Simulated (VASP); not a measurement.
**Pd: single point with PBE**

Crystal: Pd.

```
CELL_PARAMETERS angstrom
0.00000 1.94650 1.94650
1.94650 0.00000 1.94650
1.94650 1.94650 0.00000
ATOMIC_POSITIONS crystal
Pd 0.00000 0.00000 0.00000
```

* Program: VASP 6.6.1
* Task: single point
* Functional: PBE
* Potentials or basis: VASP PAW PBE potentials, release 64 (Pd)
* Cutoff: 520 eV
* k mesh: 17 × 17 × 17
* Occupations: fermi-dirac, width 0.08 eV
* Spin: collinear spin
* Starting moments: [0.3] μB
* Fixed moment: 0.3 μB

```json
{"Pressure": "7.2 GPa", "Net moment": "0.30 μB per cell", "Site moments": "Pd +0.30 μB", "Valence electrons inside the program's atomic spheres": "Pd 9.44"}
```

Run time: 88 s on 1 thread of Intel Xeon 8259CL, on a shared host, peak memory 0.18 GiB.

Caveat: the cell stands under pressure; the total moment is fixed, so each spin has its own Fermi level.
